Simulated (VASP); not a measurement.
Here is a VASP 6.6.1 calculation.

File INCAR:

```
  ALGO = Normal
  EDIFF = 1E-7
  EDIFFG = -0.08
  ENCUT = 600
  GGA = PE
  GGA_COMPAT = F
  IBRION = 2
  ISIF = 3
  ISMEAR = 0
  LASPH = T
  LCHARG = F
  LREAL = F
  LWAVE = F
  NELM = 120
  NELMIN = 4
  NSW = 36
  PREC = Accurate
  SIGMA = 0.2
```

File KPOINTS:

```
k-points
0
Gamma
  6 6 5
```

POSCAR

```
WC
1.0
    3.1244160700      0.0000000000      0.0000000000
    0.0000000000      3.1244160700      0.0000000000
    0.0000000000      0.0000000000      3.7004241900
W C
1 1
Direct
    0.0000000000      0.0000000000      0.0000000000
    0.5000000000      0.5000000000      0.0000000000
```

Potentials or basis: VASP PAW PBE potentials, release 64 (W_sv, C).

Launch:

```sh
$ cat potpaw_PBE.64/W_sv/POTCAR potpaw_PBE.64/C/POTCAR > POTCAR
$ mpirun -np 1 vasp_std > vasp.out
```

Q: What does it give for the relaxed volume?

A: 13.01 Å³/atom.

Q: Predict the relaxed cell.

A: a = 2.945 Å, b = 2.945 Å, c = 2.999 Å, α = 90.00°, β = 90.00°, γ = 90.00°.

Q: Estimate the space group after relaxing (to 0.1 Å).

A: P4/mmm (No. 123).

Q: What does it give for the band gap on the k mesh?

A: Zero (bands 9 and 10 overlap by 2.73 eV).

Final structure:
```cif
data_structure
_symmetry_space_group_name_H-M 'P 1'
_symmetry_Int_Tables_number 1
_cell_length_a 2.9450
_cell_length_b 2.9450
_cell_length_c 2.9993
_cell_angle_alpha 90.000
_cell_angle_beta 90.000
_cell_angle_gamma 90.000
_cell_volume 26.01
loop_
_atom_site_label
_atom_site_type_symbol
_atom_site_fract_x
_atom_site_fract_y
_atom_site_fract_z
_atom_site_occupancy
W1 W 0.00000 0.00000 0.00000 1
C1 C 0.50000 0.50000 0.00000 1
```

Caveat: the volume moved by over 15 % at a fixed basis, so the end points are rough; spin-orbit coupling is left out, which moves the levels of the heavy elements.
